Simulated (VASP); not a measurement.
**Ta3Ag: relaxation of cell and atoms with PBE**

The system is Ta3Ag.

```
CELL_PARAMETERS angstrom
4.08180 0.00000 0.00000
0.00000 4.08180 0.00000
0.00000 0.00000 4.08180
ATOMIC_POSITIONS crystal
Ta 0.00000 0.50000 0.50000
Ta 0.50000 0.00000 0.50000
Ta 0.50000 0.50000 0.00000
Ag 0.00000 0.00000 0.00000
```

| Item | Value |
| --- | --- |
| Program | VASP 6.6.1 |
| Task | relaxation of cell and atoms |
| Functional | PBE |
| Potentials or basis | VASP PAW PBE potentials, release 64 (Ta_pv, Ag) |
| Cutoff | 500 eV |
| k mesh | 4 × 4 × 4 |
| Occupations | gaussian, width 0.1 eV |
| Spin | no spin polarisation |
| Dipole correction | no |
| Further INCAR settings | ALGO = Normal; EDIFF = 1e-07; IBRION = 2; EDIFFG = -0.04; NSW = 90; ISIF = 3 |

```yaml
Relaxed_volume: 18.00 Å³/atom
Relaxed_cell: a = 4.160 Å, b = 4.160 Å, c = 4.160 Å, α = 90.00°, β = 90.00°, γ = 90.00°
Space_group_after_relaxing_to_0.05_Å: Pm-3m (No. 221)
Energy_gained_by_relaxing: 31.8 meV/atom
Ionic_steps: 3
Pressure_after_relaxing: -0.3 GPa
Band_gap_on_the_k_mesh: zero (band 22 reaches 8.88 eV, above the bottom of band 23 at 6.38 eV)
```

The path:
```
step  energy change (eV)  largest force (eV/Å)  pressure (GPa)  volume (Å³)
   1              0.0000                0.0000           11.05        68.01
   2              0.3238                0.0000          -15.71        80.21
   3             -0.1272                0.0000           -0.34        72.00
```

Final structure:
```yaml
crystal:
  lattice:
    - [4.16014, 0.00000, 0.00000]
    - [0.00000, 4.16014, 0.00000]
    - [0.00000, 0.00000, 4.16014]
  atoms:
    - { symbol: Ta, position: [0.00000, 0.50000, 0.50000] }
    - { symbol: Ta, position: [0.50000, 0.00000, 0.50000] }
    - { symbol: Ta, position: [0.50000, 0.50000, 0.00000] }
    - { symbol: Ag, position: [0.00000, 0.00000, 0.00000] }
```

Levels at points of the mesh, in eV from the Fermi level:
```
           k point  band 19  band 20  band 21  band 22  band 23  band 24  band 25  band 26
(0.00, 0.00, 0.00)    -1.65    -0.95    -0.95     2.46     2.46     2.46     3.07     3.07
(0.50, 0.00, 0.00)    -1.48    -1.48     0.48     0.50     0.50     0.73     1.44     2.23
(0.50, 0.50, 0.00)    -1.71    -1.15    -1.02    -1.02     0.81     0.81     1.82     1.84
(0.50, 0.50, 0.50)     0.17     0.17     0.17     0.21     0.21     0.21     1.00     2.68
```

Wall time 54 s on 1 thread of Intel(R) Xeon(R) Platinum 8259CL CPU @ 2.50GHz (Skylake/Cascade Lake) (shared host), peak memory 0.17 GiB.

Caveat: the k points lie up to 0.38 Å⁻¹ apart in the final cell; spin-orbit coupling is left out, which moves the levels of the heavy elements.
